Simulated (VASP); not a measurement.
**Cu12F: single point with PBE**

The system is Cu12F, a slab with vacuum.

```
Cu F
1.0
     5.13195    0.00000    0.00000
     0.00000    5.13195    0.00000
     0.00000    0.00000   19.02793
Cu F
12 1
Direct
  0.25000 0.25000 0.21022
  0.25000 0.75000 0.21022
  0.75000 0.25000 0.21022
  0.75000 0.75000 0.21022
  0.00000 0.00000 0.30292
  0.00000 0.50000 0.30292
  0.50000 0.00000 0.30292
  0.50000 0.50000 0.30292
  0.25000 0.25000 0.39563
  0.25000 0.75000 0.39563
  0.75000 0.25000 0.39563
  0.75000 0.75000 0.39563
  0.25000 0.50000 0.47506
```

* Program: VASP 6.6.1
* Task: single point
* Functional: PBE
* Potentials or basis: VASP PAW PBE potentials, release 64 (Cu, F)
* Cutoff: 520 eV
* k mesh: 5 × 5 × 1
* Occupations: gaussian, width 0.1 eV
* Spin: no spin polarisation

| Property | Result |
| --- | --- |
| Largest force | 0.467 eV/Å |
| Band gap on the k mesh | zero (an odd number of electrons rules out a gap without spin polarisation) |

Forces on the atoms (eV/Å):
```
Cu   0.000  0.044 -0.063
Cu   0.000 -0.044 -0.063
Cu   0.000  0.022 -0.074
Cu   0.000 -0.022 -0.074
Cu   0.198  0.000  0.091
Cu  -0.111  0.000 -0.158
Cu  -0.198  0.000  0.091
Cu   0.111  0.000 -0.158
Cu   0.000 -0.366  0.290
Cu   0.000  0.366  0.290
Cu   0.000 -0.165 -0.123
Cu   0.000  0.165 -0.123
F    0.000  0.000  0.072
```

Levels at points of the mesh, in eV from the Fermi level:
```tsv
k point	band 66	band 67	band 68	band 69	band 70	band 71	band 72	band 73
(0.00, 0.00, 0.00)	-1.00	-0.46	-0.11	-0.10	0.02	0.02	0.47	0.61
```

Wall time 15 min on 1 thread of Intel(R) Xeon(R) Platinum 8488C (Sapphire Rapids), on a shared host, peak memory 0.64 GiB.

With open d or f shells a metallic result of PBE can be an artefact of self-interaction; +U or a hybrid may open a gap.
